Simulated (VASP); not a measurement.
Here is a VASP 6.6.1 calculation.

File INCAR:

```
  ALGO = Normal
  EDIFF = 1E-6
  ENCUT = 520
  GGA = PE
  ISIF = 2
  ISMEAR = 0
  LASPH = True
  LCHARG = True
  LELF = True
  LREAL = False
  LVHAR = True
  LWAVE = False
  NBANDS = 25
  NELM = 60
  PREC = Accurate
  SIGMA = 0.1
```

Contents of KPOINTS:

```
k-points
0
Gamma
  4 4 4
```

POSCAR

```
Na3Nb
1.0
    4.7260294868      0.0000000000      0.0000000000
    0.0000000000      4.7260294868      0.0000000000
    0.0000000000      0.0000000000      4.7260294868
Na Nb
3 1
Direct
    0.0000000000      0.5000000000      0.5000000000
    0.5000000000      0.0000000000      0.5000000000
    0.5000000000      0.5000000000      0.0000000000
    0.0000000000      0.0000000000      0.0000000000
```

Potentials or basis: VASP PAW PBE potentials, release 64 (Na_pv, Nb_sv).

Run with:

```sh
$ cat potpaw_PBE.64/Na_pv/POTCAR potpaw_PBE.64/Nb_sv/POTCAR > POTCAR
$ mpirun -np 1 vasp_std > vasp.out
```

**Question.** Predict the band gap on the k mesh.

**Answer.** Zero (band 17 reaches 3.13 eV, above the bottom of band 18 at 2.31 eV).

**Question.** What does it give for the pressure?

**Answer.** 0.1 GPa.
